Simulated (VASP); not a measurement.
# WC (Fm-3m) in VASP: single point with r2SCAN

Aim: the single point of WC with r2SCAN.

Program: VASP 6.6.1. These are calculated values, not measurements. Logs are shortened: lines on timing, memory, paths and dates and some standing lists are left out, and cuts for length are marked.

**1. The cell of the first run**

Symmetry: Fm-3m, No. 225, cubic system. The conventional cell has a = 4.385 Å, b = 4.385 Å, c = 4.385 Å, α = 90.00°, β = 90.00°, γ = 90.00°. Within 2.9 Å of W (site symmetry m-3m) lie 6 C at 2.19 Å. Within 2.9 Å of C (site symmetry m-3m) lie 6 W at 2.19 Å.

**2. Single point, r2SCAN**

POSCAR

```
WC
1.0
    0.0000000000      2.1926800000      2.1926800000
    2.1926800000      0.0000000000      2.1926800000
    2.1926800000      2.1926800000      0.0000000000
W C
1 1
Direct
    0.0000000000      0.0000000000      0.0000000000
    0.5000000000      0.5000000000      0.5000000000
```

INCAR.step1

```
SYSTEM = WC
ALGO = Normal
EDIFF = 1E-4
ENCUT = 520
GGA = PE
ISMEAR = -1
LASPH = .TRUE.
LCHARG = .FALSE.
LREAL = .FALSE.
LWAVE = .TRUE.
NBANDS = 16
NELM = 60
PREC = Accurate
SIGMA = 0.1
```

INCAR.step2

```
SYSTEM = WC
ALGO = Normal
EDIFF = 1E-6
ENCUT = 520
ISIF = 2
ISMEAR = -1
ISTART = 1
LASPH = .TRUE.
LCHARG = .FALSE.
LMIXTAU = .TRUE.
LREAL = .FALSE.
LWAVE = .FALSE.
METAGGA = R2SCAN
NBANDS = 16
NELM = 60
PREC = Accurate
SIGMA = 0.1
```

KPOINTS

```
k-points
0
G
  11 11 11
  0 0 0
```

Potentials or basis: VASP PAW PBE potentials, release 64 (W_sv, C).

Launch:

```console
cat potpaw_PBE.64/W_sv/POTCAR potpaw_PBE.64/C/POTCAR > POTCAR
cp INCAR.step1 INCAR
mpirun -np 1 vasp_std > vasp.out
cp INCAR.step2 INCAR
mpirun -np 1 vasp_std > vasp.out
```

OUTCAR:

```text
SYSTEM = WC
   EDIFF = 1E-6
   ENCUT = 520
   ISIF = 2
   ISMEAR = -1
   ISTART = 1
   LASPH = .TRUE.
   LREAL = .FALSE.
   METAGGA = R2SCAN
   NELM = 60
   PREC = Accurate

 ion  position               nearest neighbor table
   1  0.000  0.000  0.000-   2 2.19   2 2.19   2 2.19   2 2.19   2 2.19   2 2.19
   2  0.500  0.500  0.500-   1 2.19   1 2.19   1 2.19   1 2.19   1 2.19   1 2.19

  LATTYP: Found a face centered cubic cell.
 ALAT       =     4.3853600000

  Lattice vectors:

 A1 = (   0.0000000000,   2.1926800000,   2.1926800000)
 A2 = (   2.1926800000,   0.0000000000,   2.1926800000)
 A3 = (   2.1926800000,   2.1926800000,   0.0000000000)

Analysis of symmetry for initial positions (statically):
=====================================================================
 Subroutine PRICEL returns:
 Original cell was already a primitive cell.

 Routine SETGRP: Setting up the symmetry group for a
 face centered cubic supercell.

 Subroutine GETGRP returns: Found 48 space group operations
 (whereof 48 operations were pure point group operations)
 out of a pool of 48 trial point group operations.

The static configuration has the point symmetry O_h .

Analysis of symmetry for dynamics (positions and initial velocities):
=====================================================================
 Subroutine PRICEL returns:
 Original cell was already a primitive cell.

 Routine SETGRP: Setting up the symmetry group for a
 face centered cubic supercell.

 Subroutine GETGRP returns: Found 48 space group operations
 (whereof 48 operations were pure point group operations)
 out of a pool of 48 trial point group operations.

The dynamic configuration has the point symmetry O_h .

 Subroutine INISYM returns: Found 48 space group operations
 (whereof 48 operations are pure point group operations),
 and found     1 'primitive' translations

----------------------------------------------------------------------------------------

                                     Primitive cell

  volume of cell :      21.0841

  direct lattice vectors                    reciprocal lattice vectors
     0.000000000  2.192680000  2.192680000    -0.228031450  0.228031450  0.228031450
     2.192680000  0.000000000  2.192680000     0.228031450 -0.228031450  0.228031450
     2.192680000  2.192680000  0.000000000     0.228031450  0.228031450 -0.228031450

  length of vectors
     3.100917794  3.100917794  3.100917794     0.394962057  0.394962057  0.394962057

  position of ions in fractional coordinates (direct lattice)
     0.000000000  0.000000000  0.000000000
     0.500000000  0.500000000  0.500000000

  ion indices of the primitive-cell ions
   primitive index   ion index
                 1           1
                 2           2

----------------------------------------------------------------------------------------

 KPOINTS: k-points

Automatic generation of k-mesh.
 Grid dimensions read from file:
 generate k-points for:   11   11   11

 Generating k-lattice:

  Cartesian coordinates                     Fractional coordinates (reciprocal lattice)
    -0.020730132  0.020730132  0.020730132     0.090909091  0.000000000  0.000000000
     0.020730132 -0.020730132  0.020730132     0.000000000  0.090909091  0.000000000
     0.020730132  0.020730132 -0.020730132     0.000000000  0.000000000  0.090909091

  Length of vectors
     0.035905642  0.035905642  0.035905642

  Shift w.r.t. Gamma in fractional coordinates (k-lattice)
     0.000000000  0.000000000  0.000000000

 Subroutine IBZKPT returns following result:
 ===========================================

 Found     56 irreducible k-points:

 Following reciprocal coordinates:
            Coordinates               Weight
  0.000000  0.000000  0.000000      1.000000
  0.090909  0.000000  0.000000      8.000000
  0.181818  0.000000  0.000000      8.000000
  0.272727  0.000000  0.000000      8.000000
  0.363636  0.000000  0.000000      8.000000
  0.454545  0.000000  0.000000      8.000000
[... 16 lines left out ...]
 -0.272727  0.181818  0.000000     24.000000
 -0.181818  0.181818  0.000000     12.000000
 [... further k-points ...]
   k-points           NKPTS =     56   k-points in BZ     NKDIM =     56   number of bands    NBANDS=     16
   number of dos      NEDOS =    301   number of ions     NIONS =      2
   total plane-waves  NPLWV =  13824
   dimension x,y,z NGX =    24 NGY =   24 NGZ =   24
   dimension x,y,z NGXF=    48 NGYF=   48 NGZF=   48
   ions per type =               1   1
   NGX,Y,Z   is equivalent  to a cutoff of  12.87, 12.87, 12.87 a.u.
   NGXF,Y,Z  is equivalent  to a cutoff of  25.73, 25.73, 25.73 a.u.
 SYSTEM =  WC
   PREC   = accura    normal or accurate (medium, high low for compatibility)
   ISTART =      1    job   : 0-new  1-cont  2-samecut
   ICHARG =      0    charge: 1-file 2-atom 10-const
   ISPIN  =      1    spin polarized calculation?
   LNONCOLLINEAR =      F non collinear calculations
   LSORBIT =      F    spin-orbit coupling
   LASPH  =      T    aspherical Exc in radial PAW
   ENCUT  =  520.0 eV  38.22 Ry    6.18 a.u.   5.77  5.77  5.77*2*pi/ulx,y,z
   NELM   =     60;   NELMIN=  2; NELMDL=  0     # of ELM steps
   EDIFF  = 0.1E-05   stopping-criterion for ELM
   LREAL  =      F    real-space projection
   EDIFFG = 0.1E-04   stopping-criterion for IOM
   NSW    =      0    number of steps for IOM
   IBRION =     -1    ionic relax: 0-MD 1-quasi-New 2-CG
   NFREE  =      0    steps in history (QN), initial steepest desc. (CG)
   ISIF   =      2    stress and relaxation
   ISYM   =      2    0-nonsym 1-usesym 2-fastsym
   POTIM  = 0.5000    time-step for ionic-motion
   TEBEG  =    0.0;   TEEND  =   0.0 temperature during run
   PSTRESS=    0.0 pullay stress
   NELECT =      18.0000    total number of electrons
   NUPDOWN=      -1.0000    fix difference up-down
   EMIN   =  10.00;   EMAX   =-10.00  energy-range for DOS
   EFERMI =   0.00;   METHOD = LEGACY
   ISMEAR =    -1;   SIGMA  =   0.10  broadening in eV -4-tet -1-fermi 0-gaus
   EFERMI_NEDOS =   21; number of points for ismear=-14 and -15
   IALGO  =     38    algorithm
   IMIX   =      4    mixing-type and parameters
     AMIX     =   0.40;   BMIX     =  1.00
     AMIX_MAG =   1.60;   BMIX_MAG =  1.00
  volume/ion in A,a.u.               =      10.54        71.14
  Fermi-wavevector in a.u.,A,eV,Ry     =   1.553032  2.934805 32.816007  2.411908
  Thomas-Fermi vector in A             =   2.657321
   LORBIT       =      0    0 simple, 1 ext, 2 COOP (PROOUT), +10 PAW based schemes
   METAGGA = R2SCAN    functional components
   LHFCALC =     F    Hartree Fock is set to
   AEXX    =    0.0000 exact exchange contribution
   IVDW    =     0    specifies the selected vdW correction
   LEPSILON=     F    determine dielectric tensor
   LRPA    =     F    only Hartree local field effects (RPA)
 non-spin polarized calculation
  energy-cutoff  :      520.00
  volume of cell :       21.08
 maximum number of plane-waves:       578
   NGX = 11   NGY = 11   NGZ = 11

 number of electron      18.0000001 magnetization

 Free energy of the ion-electron system (eV)
  ---------------------------------------------------
  ext. energy  EPLUGINS =         0.00000000
  ---------------------------------------------------
  free energy    TOTEN  =       -60.63048990 eV

  energy without entropy =      -60.59081117  energy(sigma->0) =      -60.61065054

 E-fermi :  12.4184     XC(G=0): -14.8497

 val. band max:       12.3997202725   @ k =  -0.2727   0.4545   0.1818
 cond. band min:      12.4559348568   @ k =   0.4545   0.0909   0.0000
 fundamental gap:      0.0562145843
 Fermi energy:        12.4184001750

 k-point     1 :       0.0000    0.0000    0.0000
  band No.  band energies     occupation
      1     -65.0530      2.00000
      2     -28.3885      2.00000
      3     -28.3885      2.00000
      4     -28.3885      2.00000
      5      -4.3026      2.00000
      6       9.5660      2.00000
[... 8 lines left out ...]
     15      22.9990      0.00000
     16      36.2331      0.00000

 k-point     2 :       0.0909    0.0000    0.0000
  band No.  band energies     occupation
      1     -65.0497      2.00000
      2     -28.4402      2.00000
      3     -28.3940      2.00000
      4     -28.3940      2.00000
      5      -4.0644      2.00000
      6       8.7274      2.00000
[... 8 lines left out ...]
     15      23.5351      0.00000
     16      34.1170      0.00000

 k-point     3 :       0.1818    0.0000    0.0000
  band No.  band energies     occupation
      1     -65.0409      2.00000
      2     -28.5768      2.00000
      3     -28.4084      2.00000
      4     -28.4084      2.00000
      5      -3.3839      2.00000
      6       7.1580      2.00000
[... 8 lines left out ...]
     15      24.7700      0.00000
     16      31.3781      0.00000

 k-point     4 :       0.2727    0.0000    0.0000
  band No.  band energies     occupation
      1     -65.0294      2.00000
      2     -28.7514      2.00000
      3     -28.4273      2.00000
      4     -28.4273      2.00000
      5      -2.3557      2.00000
      6       5.4685      2.00000
[... 8 lines left out ...]
     15      25.5597      0.00000
     16      29.4015      0.00000
[... 324 lines left out ...]
 k-point    22 :      -0.3636    0.1818    0.0000
  band No.  band energies     occupation
      1     -65.0084      2.00000
      2     -28.9164      2.00000
      3     -28.5935      2.00000
      4     -28.4708      2.00000
      5      -0.4504      2.00000
      6       3.2740      2.00000
[... 8 lines left out ...]
     15      25.4122      0.00000
     16      26.3923      0.00000

 k-point    23 :      -0.2727    0.1818    0.0000
  band No.  band energies     occupation
      1     -65.0156      2.00000
      2     -28.8336      2.00000
      3     -28.5789      2.00000
      4     -28.4425      2.00000
      5      -1.1954      2.00000
      6       4.0431      2.00000
[... 8 lines left out ...]
     15      25.6773      0.00000
     16      26.4373      0.00000

 k-point    24 :      -0.1818    0.1818    0.0000
  band No.  band energies     occupation
      1     -65.0254      2.00000
      2     -28.7316      2.00000
      3     -28.5284      2.00000
      4     -28.4180      2.00000
      5      -2.1202      2.00000
      6       5.1680      2.00000
[... 8 lines left out ...]
     15      25.8829      0.00000
     16      26.8501      0.00000

 [... further k-points ...]
[... 5 lines left out ...]
  --------------------------------------------------------------------------------------
  -------------------------------------------------------------------------------------
  Total       -0.4421878     -0.4421878     -0.4421878     -0.0000000     -0.0000000     -0.0000000
  in kB      -33.6017271    -33.6017271    -33.6017271     -0.0000000     -0.0000000     -0.0000000
  external PRESSURE =     -33.6017271 kB  Pullay stress =       0.0000000 kB

 VOLUME and BASIS-vectors are now :
 -----------------------------------------------------------------------------
  energy-cutoff  :      520.00
  volume of cell :       21.08
      direct lattice vectors                 reciprocal lattice vectors
     0.000000000  2.192680000  2.192680000    -0.228031450  0.228031450  0.228031450
     2.192680000  0.000000000  2.192680000     0.228031450 -0.228031450  0.228031450
     2.192680000  2.192680000  0.000000000     0.228031450  0.228031450 -0.228031450

 POSITION                                       TOTAL-FORCE (eV/Angst)
 -----------------------------------------------------------------------------------
      0.00000      0.00000      0.00000         0.000000      0.000000     -0.000000
      2.19268      2.19268      2.19268        -0.000000     -0.000000      0.000000
 -----------------------------------------------------------------------------------
    total drift:                                0.000000     -0.000000     -0.000000

  FREE ENERGIE OF THE ION-ELECTRON SYSTEM (eV)
  ---------------------------------------------------
  free  energy   TOTEN  =       -60.6304898993 eV

  energy  without entropy=      -60.5908111717  energy(sigma->0) =      -60.61065054
```

Run time: 40 s. Hardware: 1 thread of Intel Xeon 6975P-C, shared host; peak memory 0.16 GiB.

Results:

* Free energy: -60.6305 eV
* Pressure: -3.4 GPa
* Band gap on the k mesh: zero (band 9 reaches 13.38 eV, above the bottom of band 10 at 10.18 eV)

Caveat: the PAW data sets were made with another functional, which shifts forces and pressure a little; spin-orbit coupling is left out, which moves the levels of the heavy elements.
